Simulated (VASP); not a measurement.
**BiTe3: single point with PBE**

Crystal: BiTe3.

```
Bi Te
1.0
     6.03246    0.00000    0.00000
     0.00000    6.03246    0.00000
     0.00000    0.00000    6.03246
Bi Te
1 3
Cartesian
  3.0162 3.0162 3.0162
  0.0000 3.0162 3.0162
  3.0162 0.0000 3.0162
  3.0162 3.0162 0.0000
```

```
Program             : VASP 6.6.1
Task                : single point
Functional          : PBE
Potentials or basis : VASP PAW PBE potentials, release 64 (Bi_d, Te)
Cutoff              : 520 eV
k mesh              : 4 × 4 × 4
Occupations         : gaussian, width 0.1 eV
Spin                : no spin polarisation
```

```
Pressure : 0.1 GPa
```

Levels at points of the mesh, in eV from the Fermi level:
```tsv
k point	band 12	band 13	band 14	band 15	band 16	band 17	band 18	band 19	band 20	band 21
(0.00, 0.00, 0.00)	-4.09	-0.25	-0.25	-0.25	-0.17	-0.17	-0.17	4.38	5.20	5.20
(0.50, 0.00, 0.00)	-1.41	-0.68	-0.68	-0.44	-0.19	-0.19	-0.14	1.49	5.41	5.57
(0.50, 0.50, 0.00)	-1.03	-1.03	-0.66	-0.66	-0.52	0.27	0.62	1.16	1.16	5.55
(0.50, 0.50, 0.50)	-1.70	-0.51	-0.51	0.54	0.54	0.54	0.63	0.63	0.63	0.67
```

Wall time 92 s on 1 thread of Intel(R) Xeon(R) Platinum 8259CL CPU @ 2.50GHz (Skylake/Cascade Lake), on a shared host, peak memory 0.32 GiB.

Caveat: spin-orbit coupling is left out, which moves the levels of the heavy elements.
